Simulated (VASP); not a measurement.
# AlN (P6_3mc) in VASP: notebook

AlN is run at these levels: LDA; tasks: vibrations by perturbation theory.

Program: VASP 6.6.1. These are calculated values, not measurements. Logs are shortened: lines on timing, memory, paths and dates and some standing lists are left out, and cuts for length are marked.

## 1. The cell of the first run

It takes space group P6_3mc (No. 186, hexagonal). The conventional cell has a = 3.059 Å, b = 3.059 Å, c = 4.884 Å, α = 90.00°, β = 90.00°, γ = 120.00°. Within 2.5 Å of Al (site symmetry 3m) lie 4 N at 1.86 to 1.87 Å. N (site symmetry 3m) has 4 Al at 1.86 to 1.87 Å within 2.5 Å.

## 2. Vibrations by perturbation theory, LDA

The input, INCAR:

```
ALGO = Normal
EDIFF = 1E-8
ENCUT = 520
GGA = CA
IBRION = 8
ISIF = 2
ISMEAR = 0
LASPH = True
LCHARG = False
LREAL = False
LWAVE = False
NBANDS = 16
NELM = 100
NSW = 1
PREC = Accurate
SIGMA = 0.01
```

The input, KPOINTS:

```
k-points
0
Gamma
  8 8 4
```

The input, POSCAR:

```
AlN
1.0
    3.0590908068      0.0000000000      0.0000000000
   -1.5295454034      2.6492503512      0.0000000000
    0.0000000000      0.0000000000      4.8837778518
Al N
2 2
Direct
    0.3333333333      0.6666666667     -0.0013467968
    0.6666666667      0.3333333333      0.4986532032
    0.3333333333      0.6666666667      0.3813467968
    0.6666666667      0.3333333333      0.8813467968
```

Potentials or basis: VASP PAW LDA potentials, release 64 (Al, N).

Launch:

```bash
cat potpaw_LDA.64/Al/POTCAR potpaw_LDA.64/N/POTCAR > POTCAR
mpirun -np 1 vasp_std > vasp.out
```

OUTCAR:

```text
EDIFF = 1E-8
   ENCUT = 520
   GGA = CA
   IBRION = 8
   ISIF = 2
   ISMEAR = 0
   LASPH = True
   LREAL = False
   NELM = 100
   NSW = 1
   PREC = Accurate

 ion  position               nearest neighbor table
   1  0.333  0.667  0.999-   4 1.86   4 1.86   4 1.86   3 1.87   2 3.01   2 3.01   2 3.01   2 3.01
                             2 3.01   2 3.01
   2  0.667  0.333  0.499-   3 1.86   3 1.86   3 1.86   4 1.87   1 3.01   1 3.01   1 3.01   1 3.01
                             1 3.01   1 3.01
   3  0.333  0.667  0.381-   2 1.86   2 1.86   2 1.86   1 1.87
   4  0.667  0.333  0.881-   1 1.86   1 1.86   1 1.86   2 1.87

  LATTYP: Found a hexagonal cell.
 ALAT       =     3.0590908068
 C/A-ratio  =     1.5964801832

  Lattice vectors:

 A1 = (   3.0590908068,   0.0000000000,   0.0000000000)
 A2 = (  -1.5295454034,   2.6492503512,   0.0000000000)
 A3 = (   0.0000000000,   0.0000000000,   4.8837778518)

Analysis of symmetry for initial positions (statically):
=====================================================================
 Subroutine PRICEL returns:
 Original cell was already a primitive cell.

 Routine SETGRP: Setting up the symmetry group for a
 hexagonal supercell.

 Subroutine GETGRP returns: Found 12 space group operations
 (whereof  6 operations were pure point group operations)
 out of a pool of 24 trial point group operations.

The static configuration has the point symmetry C_3v.
 The point group associated with its full space group is C_6v.

Analysis of symmetry for dynamics (positions and initial velocities):
=====================================================================
 Subroutine PRICEL returns:
 Original cell was already a primitive cell.

 Routine SETGRP: Setting up the symmetry group for a
 hexagonal supercell.

 Subroutine GETGRP returns: Found 12 space group operations
 (whereof  6 operations were pure point group operations)
 out of a pool of 24 trial point group operations.

The dynamic configuration has the point symmetry C_3v.
 The point group associated with its full space group is C_6v.

 Subroutine INISYM returns: Found 12 space group operations
 (whereof  6 operations are pure point group operations),
 and found     1 'primitive' translations

----------------------------------------------------------------------------------------

                                     Primitive cell

  volume of cell :      39.5796

  direct lattice vectors                    reciprocal lattice vectors
     3.059090807  0.000000000  0.000000000     0.326894513  0.188732635  0.000000000
    -1.529545403  2.649250351  0.000000000     0.000000000  0.377465270  0.000000000
     0.000000000  0.000000000  4.883777852     0.000000000  0.000000000  0.204759518

  length of vectors
     3.059090807  3.059090807  4.883777852     0.377465270  0.377465270  0.204759518

  position of ions in fractional coordinates (direct lattice)
     0.333333333  0.666666667  0.998653203
     0.666666667  0.333333333  0.498653203
     0.333333333  0.666666667  0.381346797
     0.666666667  0.333333333  0.881346797

  ion indices of the primitive-cell ions
   primitive index   ion index
                 1           1
                 2           2
                 3           3
                 4           4

----------------------------------------------------------------------------------------

 KPOINTS: k-points

Automatic generation of k-mesh.
 Grid dimensions read from file:
 generate k-points for:    8    8    4

 Generating k-lattice:

  Cartesian coordinates                     Fractional coordinates (reciprocal lattice)
     0.040861814  0.023591579  0.000000000     0.125000000  0.000000000  0.000000000
     0.000000000  0.047183159  0.000000000     0.000000000  0.125000000  0.000000000
     0.000000000  0.000000000  0.051189880     0.000000000  0.000000000  0.250000000

  Length of vectors
     0.047183159  0.047183159  0.051189880

  Shift w.r.t. Gamma in fractional coordinates (k-lattice)
     0.000000000  0.000000000  0.000000000
[... 73 lines left out ...]
  Fermi-wavevector in a.u.,A,eV,Ry     =   1.210480  2.287476 19.936108  1.465263
  Thomas-Fermi vector in A             =   2.346026
   LORBIT       =      0    0 simple, 1 ext, 2 COOP (PROOUT), +10 PAW based schemes
   GGA     = CA    functional components
   LHFCALC =     F    Hartree Fock is set to
   AEXX    =    0.0000 exact exchange contribution
   IVDW    =     0    specifies the selected vdW correction
   LEPSILON=     F    determine dielectric tensor
   LRPA    =     F    only Hartree local field effects (RPA)
 non-spin polarized calculation
 Gauss-broadening in eV      SIGMA  =   0.01
  energy-cutoff  :      520.00
  volume of cell :       39.58
 maximum number of plane-waves:      1087
 NGX is ok and might be reduce to    24
   NGX = 11   NGY = 11   NGZ = 19

--------------------------------------- Ionic step        1  -------------------------------------------

 number of electron      15.9999997 magnetization

 Free energy of the ion-electron system (eV)
  ---------------------------------------------------
  ext. energy  EPLUGINS =         0.00000000
  ---------------------------------------------------
  free energy    TOTEN  =       -32.80791949 eV

  energy without entropy =      -32.80791949  energy(sigma->0) =      -32.80791949

 E-fermi :   6.5358     XC(G=0): -11.4815

 val. band max:        6.4478544237   @ k =   0.0000   0.0000   0.0000
 cond. band min:      11.1379898127   @ k =   0.0000   0.0000   0.0000
 fundamental gap:      4.6901353890
 Fermi energy:         6.5357642864

 k-point     1 :       0.0000    0.0000    0.0000
  band No.  band energies     occupation
      1      -8.9421      2.00000
      2      -6.5346      2.00000
      3       0.1375      2.00000
      4       5.5081      2.00000
      5       5.5081      2.00000
      6       6.1835      2.00000
[... 433 lines left out ...]
      3       1.1126      2.00000
      4       1.1126      2.00000
      5       4.8750      2.00000
      6       4.8750      2.00000
[... 8 lines left out ...]
     15      19.9201      0.00000
     16      19.9201      0.00000

 [... further k-points ...]

------------------------ aborting loop because EDIFF is reached ----------------------------------------

  FORCE on cell =-STRESS in cart. coord.  units (eV):
  Direction    XX          YY          ZZ          XY          YZ          ZX
  --------------------------------------------------------------------------------------
  -------------------------------------------------------------------------------------
  Total        1.9180123      1.9180123      1.9121152      0.0000000      0.0000000      0.0000000
  in kB       77.6409260     77.6409260     77.4022090      0.0000000      0.0000000      0.0000000
  external PRESSURE =      77.5613537 kB  Pullay stress =       0.0000000 kB

 VOLUME and BASIS-vectors are now :
 -----------------------------------------------------------------------------
  energy-cutoff  :      520.00
  volume of cell :       39.58
      direct lattice vectors                 reciprocal lattice vectors
     3.059090807  0.000000000  0.000000000     0.326894513  0.188732635  0.000000000
    -1.529545403  2.649250351  0.000000000     0.000000000  0.377465270  0.000000000
     0.000000000  0.000000000  4.883777852     0.000000000  0.000000000  0.204759518

 POSITION                                       TOTAL-FORCE (eV/Angst)
 -----------------------------------------------------------------------------------
     -0.00000      1.76617      4.87720         0.000000     -0.000000     -0.000758
      1.52955      0.88308      2.43531        -0.000000     -0.000000     -0.000758
     -0.00000      1.76617      1.86241        -0.000000     -0.000000      0.000758
      1.52955      0.88308      4.30430        -0.000000      0.000000      0.000758
 -----------------------------------------------------------------------------------
    total drift:                               -0.000000     -0.000000      0.000029

  FREE ENERGIE OF THE ION-ELECTRON SYSTEM (eV)
  ---------------------------------------------------
  free  energy   TOTEN  =       -32.8079194896 eV

  energy  without entropy=      -32.8079194896  energy(sigma->0) =      -32.80791949

[... ionic steps 2 to 9 ...]

--------------------------------------- Ionic step       10  -------------------------------------------

------------------------ aborting loop because EDIFF is reached ----------------------------------------

[... ionic steps 11 to 11 ...]

--------------------------------------- Ionic step       12  -------------------------------------------

 Free energy of the ion-electron system (eV)
  ---------------------------------------------------
  ---------------------------------------------------
  free energy    TOTEN  =        -0.25186706 eV

  energy without entropy =       -0.25186706

------------------------ aborting loop because EDIFF is reached ----------------------------------------

 INTERNAL STRAIN TENSOR  FOR ION    3  DIRECTION 3   (eV/Angst):
 -----------------------------------------------------------------------------
     6.99627 -0.00000 -0.00000
     0.00000  6.99627 -0.00000
    -0.00000  0.00000-15.50864

 INTERNAL STRAIN TENSOR FOR ION    4 for displacements in x,y,z  (eV/Angst):
          X           Y           Z          XY          YZ          ZX
  --------------------------------------------------------------------------------
  x    -0.00000    -0.00000     0.00000    12.95301     0.00000     6.64017
  y    12.95301   -12.95301     0.00000    -0.00000     6.64311     0.00000
  z     6.99627     6.99627   -15.50864     0.00000     0.00000     0.00000

 SECOND DERIVATIVES (NOT SYMMETRIZED)
 ------------------------------------
               1X          1Y          1Z          2X          2Y          2Z          3X          3Y          3Z          4X          4Y          4Z
  1X   -18.136652    0.000000    0.000000    0.722194    0.000000    0.000000    1.412233    0.000000   -0.000000   16.002225   -0.000000    0.000000
  1Y     0.000000  -18.136652    0.000000    0.000000    0.722194    0.000000   -0.000000    1.412233    0.000000    0.000000   16.002225    0.000000
  1Z     0.000000    0.000000  -23.433891    0.000000    0.000000    8.961381    0.000000    0.000000    7.891658    0.000000   -0.000000    6.580853
  2X     0.722194    0.000000    0.000000  -18.136652   -0.000000    0.000000   16.002225   -0.000000    0.000000    1.412233    0.000000    0.000000
  2Y    -0.000000    0.722194    0.000000    0.000000  -18.136652    0.000000    0.000000   16.002225    0.000000    0.000000    1.412233    0.000000
  2Z     0.000000    0.000000    8.961381   -0.000000    0.000000  -23.433891   -0.000000    0.000000    6.580853   -0.000000    0.000000    7.891658
  3X     1.412462    0.000000   -0.000000   16.002333    0.000000    0.000000  -18.236854   -0.000000    0.000000    0.822059   -0.000000   -0.000000
  3Y     0.000000    1.412462    0.000000    0.000000   16.002333    0.000000    0.000000  -18.236854    0.000000    0.000000    0.822059    0.000000
  3Z     0.000000   -0.000000    7.846572   -0.000000    0.000000    6.625985    0.000000    0.000000  -22.126650    0.000000    0.000000    7.654093
  4X    16.002333   -0.000000    0.000000    1.412462    0.000000    0.000000    0.822059    0.000000    0.000000  -18.236854   -0.000000   -0.000000
  4Y     0.000000   16.002333    0.000000    0.000000    1.412462    0.000000    0.000000    0.822059   -0.000000    0.000000  -18.236854    0.000000
  4Z     0.000000   -0.000000    6.625985    0.000000    0.000000    7.846572   -0.000000    0.000000    7.654093    0.000000    0.000000  -22.126650

 Eigenvectors and eigenvalues of the dynamical matrix
 ----------------------------------------------------

   1 f  =   22.824618 THz   143.411304 2PiTHz  761.347304 cm-1    94.394993 meV
             X         Y         Z           dx          dy          dz
     -0.000000  1.766167  4.877200     0.000000   -0.000000    0.049343
      1.529545  0.883083  2.435311     0.000000   -0.000000   -0.049343
     -0.000000  1.766167  1.862413    -0.000000    0.000000   -0.705383
      1.529545  0.883083  4.304302    -0.000000    0.000000    0.705383
[... 71 lines left out ...]
  12 f/i=    0.000098 THz     0.000618 2PiTHz    0.003279 cm-1     0.000407 meV
             X         Y         Z           dx          dy          dz
     -0.000000  1.766167  4.877200     0.043220   -0.572115    0.000000
      1.529545  0.883083  2.435311     0.043220   -0.572115    0.000000
     -0.000000  1.766167  1.862413     0.031134   -0.412125    0.000000
      1.529545  0.883083  4.304302     0.031134   -0.412125    0.000000

--------------------------------------------------------------------------------------------------------

 ELASTIC MODULI CONTR FROM IONIC RELAXATION (kBar)
 Direction    XX          YY          ZZ          XY          YZ          ZX
 --------------------------------------------------------------------------------
 XX        -996.4747    447.8970    608.0615     -0.0000      0.0000      0.0000
 YY         447.8970   -996.4747    608.0615      0.0000      0.0000     -0.0000
 ZZ         608.0615    608.0615  -1347.9906     -0.0000     -0.0000     -0.0000
 XY          -0.0000      0.0000     -0.0000   -722.1858      0.0000     -0.0000
 YZ          -0.0000     -0.0000     -0.0000      0.0000   -189.6454     -0.0000
 ZX           0.0000     -0.0000     -0.0000     -0.0000     -0.0000   -200.8867
 --------------------------------------------------------------------------------
```

Wall time 70 s (1 thread of Intel Xeon 6975P-C (Granite Rapids), shared host); peak memory 0.3 GiB.

What came out:

| Item | Value |
| --- | --- |
| Highest phonon frequency at Γ, LO-TO splitting left out | 761 cm⁻¹ |

Phonon frequencies in cm⁻¹ (negative: imaginary):
| q point | frequencies |
| --- | --- |
| (0.000, 0.000, 0.000) | 0 0 0 239 239 570 653 709 709 717 717 761 |

Caveat: the cell wasn't relaxed at this level first, which shifts response properties.

(Continued in part 2 of 2.)
